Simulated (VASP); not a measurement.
# AlCo (Pm-3m) in VASP: further runs

Runs on AlCo. Level: r2SCAN. Tasks: single point.

Everything below comes from runs of VASP 6.6.1. Logs are shortened: lines on timing, memory, paths and dates and some standing lists are left out, and cuts for length are marked.

## 1. The cell of the first run

It takes space group Pm-3m (No. 221, cubic). Conventional cell: a = 2.819 Å, b = 2.819 Å, c = 2.819 Å, α = 90.00°, β = 90.00°, γ = 90.00°. Al (site symmetry m-3m) has 8 Co at 2.44 Å and 6 Al at 2.82 Å within 3.2 Å. Co (site symmetry m-3m) has 8 Al at 2.44 Å and 6 Co at 2.82 Å within 3.2 Å.

## 2. Single point, r2SCAN, collinear spin, ferromagnetic start

Input file POSCAR:

```
AlCo
1.0
    2.8194030000      0.0000000000      0.0000000000
    0.0000000000      2.8194030000      0.0000000000
    0.0000000000      0.0000000000      2.8194030000
Al Co
1 1
Direct
    0.0000000000      0.0000000000      0.0000000000
    0.5000000000      0.5000000000      0.5000000000
```

Input file INCAR.step1:

```
SYSTEM = AlCo
  ALGO = Normal
  EDIFF = 1E-5
  ENCUT = 660
  GGA = PE
  GGA_COMPAT = .False.
  ISMEAR = 0
  ISPIN = 2
  LASPH = .True.
  LCHARG = .False.
  LMAXMIX = 4
  LREAL = .False.
  LWAVE = .True.
  MAGMOM = 0 3.2
  NBANDS = 17
  NELM = 200
  PREC = Accurate
  SIGMA = 0.25
```

Input file INCAR.step2:

```
SYSTEM = AlCo
  ALGO = Normal
  EDIFF = 1E-6
  ENCUT = 660
  GGA_COMPAT = .False.
  ISIF = 2
  ISMEAR = 0
  ISPIN = 2
  ISTART = 1
  LASPH = .True.
  LCHARG = .False.
  LMAXMIX = 4
  LMIXTAU = .True.
  LORBIT = 11
  LREAL = .False.
  LWAVE = .False.
  MAGMOM = 0 3.2
  METAGGA = R2SCAN
  NBANDS = 17
  NELM = 200
  PREC = Accurate
  SIGMA = 0.25
```

Input file KPOINTS:

```
k-points
0
Gamma
  9 9 9
  0 0 0
```

Potentials or basis: VASP PAW PBE potentials, release 64 (Al, Co).

Command:

```
cat potpaw_PBE.64/Al/POTCAR potpaw_PBE.64/Co/POTCAR > POTCAR
cp INCAR.step1 INCAR
mpirun -np 1 vasp_std > vasp.out
cp INCAR.step2 INCAR
mpirun -np 1 vasp_std > vasp.out
```

OUTCAR:

```text
SYSTEM = AlCo
   EDIFF = 1E-6
   ENCUT = 660
   ISIF = 2
   ISMEAR = 0
   ISPIN = 2
   ISTART = 1
   LASPH = .True.
   LORBIT = 11
   LREAL = .False.
   METAGGA = R2SCAN
   NELM = 200
   PREC = Accurate

 ion  position               nearest neighbor table
   1  0.000  0.000  0.000-   2 2.44   2 2.44   2 2.44   2 2.44   2 2.44   2 2.44   2 2.44   2 2.44

   2  0.500  0.500  0.500-   1 2.44   1 2.44   1 2.44   1 2.44   1 2.44   1 2.44   1 2.44   1 2.44

  LATTYP: Found a simple cubic cell.
 ALAT       =     2.8194030000

  Lattice vectors:

 A1 = (   2.8194030000,   0.0000000000,   0.0000000000)
 A2 = (   0.0000000000,   2.8194030000,   0.0000000000)
 A3 = (   0.0000000000,   0.0000000000,   2.8194030000)

Analysis of symmetry for initial positions (statically):
=====================================================================
 Subroutine PRICEL returns:
 Original cell was already a primitive cell.

 Routine SETGRP: Setting up the symmetry group for a
 simple cubic supercell.

 Subroutine GETGRP returns: Found 48 space group operations
 (whereof 48 operations were pure point group operations)
 out of a pool of 48 trial point group operations.

The static configuration has the point symmetry O_h .

Analysis of symmetry for dynamics (positions and initial velocities):
=====================================================================
 Subroutine PRICEL returns:
 Original cell was already a primitive cell.

 Routine SETGRP: Setting up the symmetry group for a
 simple cubic supercell.

 Subroutine GETGRP returns: Found 48 space group operations
 (whereof 48 operations were pure point group operations)
 out of a pool of 48 trial point group operations.

The dynamic configuration has the point symmetry O_h .

Analysis of structural, dynamic, and magnetic symmetry:
=====================================================================
 Subroutine PRICEL returns:
 Original cell was already a primitive cell.

 Routine SETGRP: Setting up the symmetry group for a
 simple cubic supercell.

 Subroutine GETGRP returns: Found 48 space group operations
 (whereof 48 operations were pure point group operations)
 out of a pool of 48 trial point group operations.

The overall configuration has the point symmetry O_h .

 Subroutine INISYM returns: Found 48 space group operations
 (whereof 48 operations are pure point group operations),
 and found     1 'primitive' translations

----------------------------------------------------------------------------------------

                                     Primitive cell

  volume of cell :      22.4115

  direct lattice vectors                    reciprocal lattice vectors
     2.819403000  0.000000000  0.000000000     0.354685017  0.000000000  0.000000000
     0.000000000  2.819403000  0.000000000     0.000000000  0.354685017  0.000000000
     0.000000000  0.000000000  2.819403000     0.000000000  0.000000000  0.354685017

  length of vectors
     2.819403000  2.819403000  2.819403000     0.354685017  0.354685017  0.354685017

  position of ions in fractional coordinates (direct lattice)
     0.000000000  0.000000000  0.000000000
     0.500000000  0.500000000  0.500000000

  ion indices of the primitive-cell ions
   primitive index   ion index
                 1           1
                 2           2

----------------------------------------------------------------------------------------

 KPOINTS: k-points

Automatic generation of k-mesh.
 Grid dimensions read from file:
 generate k-points for:    9    9    9

 Generating k-lattice:

  Cartesian coordinates                     Fractional coordinates (reciprocal lattice)
     0.039409446  0.000000000  0.000000000     0.111111111  0.000000000  0.000000000
     0.000000000  0.039409446  0.000000000     0.000000000  0.111111111  0.000000000
     0.000000000  0.000000000  0.039409446     0.000000000  0.000000000  0.111111111

  Length of vectors
     0.039409446  0.039409446  0.039409446

  Shift w.r.t. Gamma in fractional coordinates (k-lattice)
     0.000000000  0.000000000  0.000000000

 Subroutine IBZKPT returns following result:
 ===========================================

 Found     35 irreducible k-points:

 Following reciprocal coordinates:
            Coordinates               Weight
  0.000000  0.000000  0.000000      1.000000
  0.111111  0.000000  0.000000      6.000000
  0.222222  0.000000  0.000000      6.000000
  0.333333  0.000000  0.000000      6.000000
  0.444444  0.000000  0.000000      6.000000
  0.111111  0.111111  0.000000     12.000000
[... 16 lines left out ...]
  0.333333  0.333333  0.111111     24.000000
  0.444444  0.333333  0.111111     48.000000
 [... further k-points ...]
   k-points           NKPTS =     35   k-points in BZ     NKDIM =     35   number of bands    NBANDS=     17
   number of dos      NEDOS =    301   number of ions     NIONS =      2
   total plane-waves  NPLWV =  13824
   dimension x,y,z NGX =    24 NGY =   24 NGZ =   24
   dimension x,y,z NGXF=    48 NGYF=   48 NGZF=   48
   ions per type =               1   1
   NGX,Y,Z   is equivalent  to a cutoff of  14.15, 14.15, 14.15 a.u.
   NGXF,Y,Z  is equivalent  to a cutoff of  28.30, 28.30, 28.30 a.u.
 SYSTEM =  AlCo
   PREC   = accura    normal or accurate (medium, high low for compatibility)
   ISTART =      1    job   : 0-new  1-cont  2-samecut
   ICHARG =      0    charge: 1-file 2-atom 10-const
   ISPIN  =      2    spin polarized calculation?
   LNONCOLLINEAR =      F non collinear calculations
   LSORBIT =      F    spin-orbit coupling
   LASPH  =      T    aspherical Exc in radial PAW
   ENCUT  =  660.0 eV  48.51 Ry    6.96 a.u.   5.91  5.91  5.91*2*pi/ulx,y,z
   NELM   =    200;   NELMIN=  2; NELMDL=  0     # of ELM steps
   EDIFF  = 0.1E-05   stopping-criterion for ELM
   LREAL  =      F    real-space projection
   EDIFFG = 0.1E-04   stopping-criterion for IOM
   NSW    =      0    number of steps for IOM
   IBRION =     -1    ionic relax: 0-MD 1-quasi-New 2-CG
   NFREE  =      0    steps in history (QN), initial steepest desc. (CG)
   ISIF   =      2    stress and relaxation
   ISYM   =      2    0-nonsym 1-usesym 2-fastsym
   POTIM  = 0.5000    time-step for ionic-motion
   TEBEG  =    0.0;   TEEND  =   0.0 temperature during run
   PSTRESS=    0.0 pullay stress
   NELECT =      12.0000    total number of electrons
   NUPDOWN=      -1.0000    fix difference up-down
   EMIN   =  10.00;   EMAX   =-10.00  energy-range for DOS
   EFERMI =   0.00;   METHOD = LEGACY
   ISMEAR =     0;   SIGMA  =   0.25  broadening in eV -4-tet -1-fermi 0-gaus
   EFERMI_NEDOS =   21; number of points for ismear=-14 and -15
   IALGO  =     38    algorithm
   IMIX   =      4    mixing-type and parameters
     AMIX     =   0.40;   BMIX     =  1.00
     AMIX_MAG =   1.60;   BMIX_MAG =  1.00
  volume/ion in A,a.u.               =      11.21        75.62
  Fermi-wavevector in a.u.,A,eV,Ry     =   1.329367  2.512139 24.044427  1.767215
  Thomas-Fermi vector in A             =   2.458534
   LORBIT       =     11    0 simple, 1 ext, 2 COOP (PROOUT), +10 PAW based schemes
   METAGGA = R2SCAN    functional components
   LHFCALC =     F    Hartree Fock is set to
   AEXX    =    0.0000 exact exchange contribution
   IVDW    =     0    specifies the selected vdW correction
   LEPSILON=     F    determine dielectric tensor
   LRPA    =     F    only Hartree local field effects (RPA)
 spin polarized calculation
 Gauss-broadening in eV      SIGMA  =   0.25
  energy-cutoff  :      660.00
  volume of cell :       22.41
 maximum number of plane-waves:       883
 NGX is ok and might be reduce to    24
   NGX = 11   NGY = 11   NGZ = 11

 number of electron      11.9999996 magnetization      -0.0031717

 Free energy of the ion-electron system (eV)
  ---------------------------------------------------
  ext. energy  EPLUGINS =         0.00000000
  ---------------------------------------------------
  free energy    TOTEN  =       -21.09018115 eV

  energy without entropy =      -21.06990346  energy(sigma->0) =      -21.08004231

 E-fermi :  10.9263     XC(G=0): -13.4279

 val. band max:       10.9242875319   @ k =   0.4444   0.4444   0.1111
 cond. band min:      10.9364225637   @ k =   0.4444   0.4444   0.1111
 fundamental gap:      0.0121350318
 Fermi energy:        10.9262862768

 spin component 1

 k-point     1 :       0.0000    0.0000    0.0000
  band No.  band energies     occupation
      1      -1.0070      1.00000
      2       7.7359      1.00000
      3       7.7359      1.00000
      4       9.8328      1.00000
      5       9.8328      1.00000
      6       9.8328      1.00000
[... 9 lines left out ...]
     16      36.0864      0.00000
     17      36.0864      0.00000
[... 441 lines left out ...]
 k-point    24 :       0.4444    0.3333    0.1111
  band No.  band energies     occupation
      1       4.5295      1.00000
      2       6.2758      1.00000
      3       7.8631      1.00000
      4       8.6767      1.00000
      5       9.3475      1.00000
      6       9.4629      1.00000
[... 9 lines left out ...]
     16      34.1780      0.00000
     17      35.8035      0.00000

 [... further k-points ...]

 spin component 2

 k-point     1 :       0.0000    0.0000    0.0000
  band No.  band energies     occupation
      1      -1.0049      1.00000
      2       7.7275      1.00000
      3       7.7275      1.00000
      4       9.8304      1.00000
      5       9.8304      1.00000
      6       9.8305      1.00000
[... 9 lines left out ...]
     16      36.0872      0.00000
     17      36.0872      0.00000
[... 441 lines left out ...]
 k-point    24 :       0.4444    0.3333    0.1111
  band No.  band energies     occupation
      1       4.5306      1.00000
      2       6.2757      1.00000
      3       7.8625      1.00000
      4       8.6702      1.00000
      5       9.3438      1.00000
      6       9.4609      1.00000
[... 9 lines left out ...]
     16      34.1783      0.00000
     17      35.8040      0.00000

 [... further k-points ...]

------------------------ aborting loop because EDIFF is reached ----------------------------------------

  FORCE on cell =-STRESS in cart. coord.  units (eV):
  Direction    XX          YY          ZZ          XY          YZ          ZX
  --------------------------------------------------------------------------------------
  -------------------------------------------------------------------------------------
  Total        0.0772174      0.0772174      0.0772174      0.0000000      0.0000000     -0.0000000
  in kB        5.5201968      5.5201968      5.5201968      0.0000000      0.0000000     -0.0000000
  external PRESSURE =       5.5201968 kB  Pullay stress =       0.0000000 kB

 VOLUME and BASIS-vectors are now :
 -----------------------------------------------------------------------------
  energy-cutoff  :      660.00
  volume of cell :       22.41
      direct lattice vectors                 reciprocal lattice vectors
     2.819403000  0.000000000  0.000000000     0.354685017  0.000000000  0.000000000
     0.000000000  2.819403000  0.000000000     0.000000000  0.354685017  0.000000000
     0.000000000  0.000000000  2.819403000     0.000000000  0.000000000  0.354685017

 POSITION                                       TOTAL-FORCE (eV/Angst)
 -----------------------------------------------------------------------------------
      0.00000      0.00000      0.00000         0.000000      0.000000      0.000000
      1.40970      1.40970      1.40970         0.000000      0.000000      0.000000
 -----------------------------------------------------------------------------------
    total drift:                                0.000000     -0.000000     -0.000000

  FREE ENERGIE OF THE ION-ELECTRON SYSTEM (eV)
  ---------------------------------------------------
  free  energy   TOTEN  =       -21.0901811523 eV

  energy  without entropy=      -21.0699034639  energy(sigma->0) =      -21.08004231

 total charge

# of ion       s       p       d       tot
------------------------------------------
    1        0.396   0.455   0.000   0.851
    2        0.467   0.574   7.515   8.556
--------------------------------------------------
tot          0.863   1.029   7.515   9.407

 magnetization (x)

# of ion       s       p       d       tot
------------------------------------------
    1        0.000   0.000   0.000   0.000
    2        0.000   0.000  -0.005  -0.004
--------------------------------------------------
tot          0.000   0.000  -0.005  -0.004
```

Run time: 71 s. Hardware: 1 thread of Intel Xeon 6975P-C (Granite Rapids), shared host; peak memory 0.17 GiB.

What came out:

```yaml
Free_energy: -21.0902 eV
Pressure: 0.6 GPa
Band_gap_on_the_k_mesh: zero (filled and empty bands overlap)
Net_moment: 0.00 μB per cell
Valence_electrons_inside_the_program's_atomic_spheres: Al 0.85; Co 8.56
```

Levels at points of the mesh, in eV from the Fermi level:
Spin up:
| k point | band 3 | band 4 | band 5 | band 6 | band 7 | band 8 | band 9 | band 10 |
| --- | --- | --- | --- | --- | --- | --- | --- | --- |
| (0.00, 0.00, 0.00) | -3.19 | -1.09 | -1.09 | -1.09 | 6.50 | 6.50 | 6.50 | 9.15 |
Spin down:
| k point | band 2 | band 3 | band 4 | band 5 | band 6 | band 7 | band 8 | band 9 | band 10 | band 11 |
| --- | --- | --- | --- | --- | --- | --- | --- | --- | --- | --- |
| (0.00, 0.00, 0.00) | -3.20 | -3.20 | -1.10 | -1.10 | -1.10 | 6.51 | 6.51 | 6.51 | 9.15 | 9.15 |

Caveat: the PAW data sets were made with another functional, which shifts forces and pressure a little.

## 3. Single point, r2SCAN, collinear spin, ferromagnetic start

POSCAR is that of step 2.

Input file INCAR.step1:

```
SYSTEM = AlCo
PREC = Accurate
ENCUT = 660
ISMEAR = 0
SIGMA = 0.15
LREAL = .FALSE.
LASPH = .TRUE.
NELM = 200
ISPIN = 2
MAGMOM = 0 3.2
LMAXMIX = 4
NBANDS = 17
GGA = PE
ALGO = Normal
EDIFF = 1E-5
LWAVE = .TRUE.
LCHARG = .FALSE.
GGA_COMPAT = .FALSE.
```

Input file INCAR.step2:

```
SYSTEM = AlCo
PREC = Accurate
ENCUT = 660
EDIFF = 1E-6
ISMEAR = 0
SIGMA = 0.15
LREAL = .FALSE.
LASPH = .TRUE.
NELM = 200
ALGO = Normal
ISIF = 2
LWAVE = .FALSE.
LCHARG = .FALSE.
ISPIN = 2
MAGMOM = 0 3.2
LORBIT = 11
LMAXMIX = 4
METAGGA = R2SCAN
LMIXTAU = .TRUE.
NBANDS = 17
ISTART = 1
GGA_COMPAT = .FALSE.
```

Input file KPOINTS:

```
Automatic mesh
0
G
  9 9 9
  0 0 0
```

Potentials or basis: VASP PAW PBE potentials, release 64 (Al, Co).

Command:

```
cat potpaw_PBE.64/Al/POTCAR potpaw_PBE.64/Co/POTCAR > POTCAR
cp INCAR.step1 INCAR
mpirun -np 1 vasp_std > vasp.out
cp INCAR.step2 INCAR
mpirun -np 1 vasp_std > vasp.out
```

Wall time 68 s (1 thread of Intel Xeon 6975P-C (Granite Rapids), shared host); peak memory 0.17 GiB.

Results (log left out):

| Property | Result |
| --- | --- |
| Free energy | -21.0839 eV |
| Pressure | 0.5 GPa |
| Band gap on the k mesh | zero (filled and empty bands overlap) |
| Net moment | 0.00 μB per cell |
| Valence electrons inside the program's atomic spheres | Al 0.85; Co 8.56 |

Levels at points of the mesh, in eV from the Fermi level:
Spin up:
```tsv
k point	band 2	band 3	band 4	band 5	band 6	band 7	band 8	band 9	band 10	band 11
(0.00, 0.00, 0.00)	-3.25	-3.25	-1.14	-1.14	-1.14	6.45	6.45	6.45	9.09	9.09
```
Spin down:
```
           k point  band 4  band 5  band 6  band 7  band 8  band 9
(0.00, 0.00, 0.00)   -1.14   -1.14   -1.14    6.45    6.45    6.45
```

Caveat: the PAW data sets were made with another functional, which shifts forces and pressure a little.

[end of part 1 of 2]
